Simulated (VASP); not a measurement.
# AlFe (Pm-3m) in VASP: further runs, part 2 of 2

VASP 6.6.1. The steps go on from the part before.

## Step 4: Relaxation of cell and atoms, PBE, collinear spin, ferromagnetic start

This run uses another cell than the first one, of 12.32 Å³/atom, 1.038 times its volume.

File INCAR:

```
SYSTEM = AlFe
PREC = Accurate
ENCUT = 600
EDIFF = 1E-7
ISMEAR = 0
SIGMA = 0.1
LREAL = .FALSE.
LASPH = .TRUE.
NELM = 150
ALGO = Normal
ISIF = 3
LWAVE = .FALSE.
LCHARG = .FALSE.
ISPIN = 2
MAGMOM = 0 0.85
LORBIT = 11
LMAXMIX = 4
GGA = PE
IBRION = 2
NSW = 100
EDIFFG = -0.005
```

File KPOINTS:

```
regular mesh
0
G
  14 14 14
  0 0 0
```

File POSCAR:

```
AlFe
1.0
    2.9100000000      0.0000000000      0.0000000000
    0.0000000000      2.9100000000      0.0000000000
    0.0000000000      0.0000000000      2.9100000000
Al Fe
1 1
Direct
    0.0000000000      0.0000000000      0.0000000000
    0.5000000000      0.5000000000      0.5000000000
```

Potentials or basis: VASP PAW PBE potentials, release 64 (Al, Fe).

Launch:

```console
cat potpaw_PBE.64/Al/POTCAR potpaw_PBE.64/Fe/POTCAR > POTCAR
mpirun -np 1 vasp_std > vasp.out
```

OUTCAR:

```text
SYSTEM = AlFe
   PREC = Accurate
   ENCUT = 600
   EDIFF = 1E-7
   ISMEAR = 0
   LREAL = .FALSE.
   LASPH = .TRUE.
   NELM = 150
   ISIF = 3
   ISPIN = 2
   LORBIT = 11
   GGA = PE
   IBRION = 2
   NSW = 100
   EDIFFG = -0.005

 ion  position               nearest neighbor table
   1  0.000  0.000  0.000-   2 2.52   2 2.52   2 2.52   2 2.52   2 2.52   2 2.52   2 2.52   2 2.52

   2  0.500  0.500  0.500-   1 2.52   1 2.52   1 2.52   1 2.52   1 2.52   1 2.52   1 2.52   1 2.52

  LATTYP: Found a simple cubic cell.
 ALAT       =     2.9100000000

  Lattice vectors:

 A1 = (   2.9100000000,   0.0000000000,   0.0000000000)
 A2 = (   0.0000000000,   2.9100000000,   0.0000000000)
 A3 = (   0.0000000000,   0.0000000000,   2.9100000000)

Analysis of symmetry for initial positions (statically):
=====================================================================
 Subroutine PRICEL returns:
 Original cell was already a primitive cell.

 Routine SETGRP: Setting up the symmetry group for a
 simple cubic supercell.
[... 551 lines left out ...]
  band No.  band energies     occupation
      1       0.6510      1.00000
      2       4.4506      1.00000
      3       5.9913      1.00000
      4       6.6451      1.00000
      5       6.9403      1.00000
      6       7.3931      1.00000
      7       9.3857      0.00000
      8      13.0820      0.00000
      9      16.9017      0.00000

 [... further k-points ...]

 spin component 2

 k-point     1 :       0.0000    0.0000    0.0000
  band No.  band energies     occupation
      1      -2.3843      1.00000
      2       5.8701      1.00000
      3       5.8701      1.00000
      4       8.4581      0.00000
      5       8.4581      0.00000
      6       8.4581      0.00000
      7      14.4140      0.00000
      8      14.4140      0.00000
      9      14.4140      0.00000
[... 305 lines left out ...]
  FREE ENERGIE OF THE ION-ELECTRON SYSTEM (eV)
  ---------------------------------------------------
  free  energy   TOTEN  =       -12.6531781717 eV

  energy  without entropy=      -12.6420498254  energy(sigma->0) =      -12.64761400

 reached required accuracy - stopping structural energy minimisation

 total charge

# of ion       s       p       d       tot
------------------------------------------
    1        0.400   0.437   0.000   0.837
    2        0.431   0.502   6.486   7.419
--------------------------------------------------
tot          0.831   0.939   6.486   8.255

 magnetization (x)

# of ion       s       p       d       tot
------------------------------------------
    1       -0.008  -0.015   0.000  -0.023
    2        0.000   0.007   0.700   0.707
--------------------------------------------------
tot         -0.008  -0.008   0.700   0.684
```

CONTCAR:

```text
AlFe
   1.00000000000000
     2.8738630430091567   -0.0000000000000000    0.0000000000000000
     0.0000000000000000    2.8738630430091567    0.0000000000000000
    -0.0000000000000000   -0.0000000000000000    2.8738630430091567
  Al              Fe
     1     1
Direct
     0.0000000000000000    0.0000000000000000    0.0000000000000000
     0.5000000000000000    0.5000000000000000    0.5000000000000000

  0.00000000E+00  0.00000000E+00  0.00000000E+00
  0.00000000E+00  0.00000000E+00  0.00000000E+00
```

Run time: 2 min. Hardware: 1 thread of Intel Xeon Platinum 8375C at 2.90GHz (Ice Lake), shared host; peak memory 0.2 GiB.

What came out:

* Free energy: -12.6532 eV
* Relaxed volume: 11.87 Å³/atom
* Relaxed cell: a = 2.874 Å, b = 2.874 Å, c = 2.874 Å, α = 90.00°, β = 90.00°, γ = 90.00°
* Space group after relaxing (to 0.05 Å): Pm-3m (No. 221)
* Energy gained by relaxing: 8.9 meV/atom
* Ionic steps: 3
* Pressure after relaxing: 0.0 GPa
* Net moment: 0.67 μB per cell
* Site moments: Al -0.02; Fe +0.71 μB
* Valence electrons inside the program's atomic spheres: Al 0.84; Fe 7.42

Step by step:
| step | energy change (eV) | largest force (eV/Å) | pressure (GPa) | volume (Å³) |
| --- | --- | --- | --- | --- |
| 1 | 0.0000 | 0.0000 | -6.07 | 24.64 |
| 2 | -0.0052 | 0.0000 | 5.82 | 23.02 |
| 3 | -0.0179 | 0.0000 | 0.00 | 23.74 |

Final structure:
```yaml
crystal:
  lattice:
    - [2.87386, 0.00000, 0.00000]
    - [0.00000, 2.87386, 0.00000]
    - [0.00000, 0.00000, 2.87386]
  atoms:
    - { symbol: Al, position: [0.00000, 0.00000, 0.00000] }
    - { symbol: Fe, position: [0.50000, 0.50000, 0.50000] }
```

## Step 5: Single point, PBE, collinear spin, ferromagnetic start (volume scaled by 0.94)

File INCAR:

```
PREC = Accurate ; ENCUT = 520
EDIFF = 1E-6 ; ISMEAR = 0
SIGMA = 0.1 ; LREAL = F
LASPH = T ; NELM = 150
ALGO = Normal ; ISIF = 2
LWAVE = F ; LCHARG = T
ISPIN = 2 ; MAGMOM = 0 0.77
LORBIT = 11 ; LMAXMIX = 4
GGA = PE ; LELF = T
LVHAR = T ; NBANDS = 16
```

File KPOINTS:

```
Automatic mesh
0
Gamma
  14 14 14
```

File POSCAR:

```
AlFe
1.0
    2.8156545923      0.0000000000      0.0000000000
    0.0000000000      2.8156545923      0.0000000000
    0.0000000000      0.0000000000      2.8156545923
Al Fe
1 1
Direct
    0.0000000000      0.0000000000      0.0000000000
    0.5000000000      0.5000000000      0.5000000000
```

Potentials or basis: VASP PAW PBE potentials, release 64 (Al, Fe).

Launch:

```console
cat potpaw_PBE.64/Al/POTCAR potpaw_PBE.64/Fe/POTCAR > POTCAR
mpirun -np 1 vasp_std > vasp.out
```

OUTCAR:

```text
PREC = Accurate
   ENCUT = 520
   EDIFF = 1E-6
   ISMEAR = 0
   LREAL = F
   LASPH = T
   NELM = 150
   ISIF = 2
   ISPIN = 2
   LORBIT = 11
   GGA = PE

 ion  position               nearest neighbor table
   1  0.000  0.000  0.000-   2 2.44   2 2.44   2 2.44   2 2.44   2 2.44   2 2.44   2 2.44   2 2.44

   2  0.500  0.500  0.500-   1 2.44   1 2.44   1 2.44   1 2.44   1 2.44   1 2.44   1 2.44   1 2.44

  LATTYP: Found a simple cubic cell.
 ALAT       =     2.8156545923

  Lattice vectors:

[... 1128 lines left out ...]
  external PRESSURE =     123.9628339 kB  Pullay stress =       0.0000000 kB

 VOLUME and BASIS-vectors are now :
 -----------------------------------------------------------------------------
  energy-cutoff  :      520.00
  volume of cell :       22.32
      direct lattice vectors                 reciprocal lattice vectors
     2.815654592  0.000000000  0.000000000     0.355157200  0.000000000  0.000000000
     0.000000000  2.815654592  0.000000000     0.000000000  0.355157200  0.000000000
     0.000000000  0.000000000  2.815654592     0.000000000  0.000000000  0.355157200

 POSITION                                       TOTAL-FORCE (eV/Angst)
 -----------------------------------------------------------------------------------
      0.00000      0.00000      0.00000         0.000000      0.000000      0.000000
      1.40783      1.40783      1.40783         0.000000      0.000000      0.000000
 -----------------------------------------------------------------------------------
    total drift:                                0.000000     -0.000000     -0.000000

  FREE ENERGIE OF THE ION-ELECTRON SYSTEM (eV)
  ---------------------------------------------------
  free  energy   TOTEN  =       -12.6011992520 eV

  energy  without entropy=      -12.5912740459  energy(sigma->0) =      -12.59623665

 total charge

# of ion       s       p       d       tot
------------------------------------------
    1        0.409   0.466   0.000   0.875
    2        0.456   0.552   6.544   7.552
--------------------------------------------------
tot          0.865   1.018   6.544   8.427

 magnetization (x)

# of ion       s       p       d       tot
------------------------------------------
    1       -0.007  -0.014   0.000  -0.021
    2        0.000   0.009   0.663   0.672
--------------------------------------------------
tot         -0.007  -0.005   0.663   0.651
```

stdout:

```text
POSCAR found type information on POSCAR AlFe
 POSCAR found :  2 types and       2 ions
 scaLAPACK will be used
 LDA part: xc-table for (Slater+PW92), standard interpolation
 POSCAR, INCAR and KPOINTS ok, starting setup
 FFT: planning ... GRIDC
 FFT: planning ... GRID_SOFT
 FFT: planning ... GRID
 WAVECAR not read
 entering main loop
```

It took 80 s on 1 thread of Intel Xeon Platinum 8375C at 2.90GHz (Ice Lake), shared host; peak memory 0.2 GiB.

What came out:

- Free energy: -12.6012 eV
- Pressure: 12.4 GPa
- Net moment: 0.64 μB per cell
- Site moments: Al -0.02; Fe +0.67 μB
- Valence electrons inside the program's atomic spheres: Al 0.88; Fe 7.55

Levels at points of the mesh, in eV from the Fermi level:
Spin up:
```csv
k point,band 4,band 5,band 6,band 7,band 8,band 9
"(0.00, 0.00, 0.00)",-0.31,-0.31,-0.31,6.76,6.76,6.76
"(0.50, 0.00, 0.00)",-1.34,-1.34,-0.17,1.09,8.86,11.50
"(0.50, 0.50, 0.00)",-2.15,-1.10,-1.10,0.59,3.58,4.54
"(0.50, 0.50, 0.50)",0.64,0.64,3.08,3.08,3.08,4.91
```
Spin down:
```
           k point  band 3  band 4  band 5  band 6  band 7  band 8
(0.00, 0.00, 0.00)   -2.36    0.46    0.46    0.46    6.81    6.81
(0.50, 0.00, 0.00)   -1.61   -0.67   -0.67    0.61    1.53    8.77
(0.50, 0.50, 0.00)   -2.15   -2.15   -0.40   -0.40    1.07    3.89
(0.50, 0.50, 0.50)   -3.43    1.12    1.12    3.15    3.15    3.15
```

Caveat: the cell differs from its parent crystal (volume scaled by 0.94).

## Step 6: Summary

| task | cell | cutoff (eV) | gap on the mesh (eV) | pressure (GPa) | moment (μB) |
| --- | --- | --- | --- | --- | --- |
| single point | a = 2.874 Å, 2 atoms | 520 | none | 0.0 | 0.67 |
| relaxation of cell and atoms | relaxed from a = 2.910 Å, 2 atoms | 600 | none | 0.0 | 0.67 |
| single point | a = 2.816 Å, 2 atoms | 520 | none | 12.4 | 0.64 |

Alike in all rows: level PBE; potentials or basis VASP PAW PBE potentials, release 64 (Al, Fe); spin collinear, ferromagnetic start; k mesh 14 × 14 × 14; smearing gaussian 0.1 eV.

Total energies depend on the potentials used, so only differences within one code and one set of settings carry meaning.
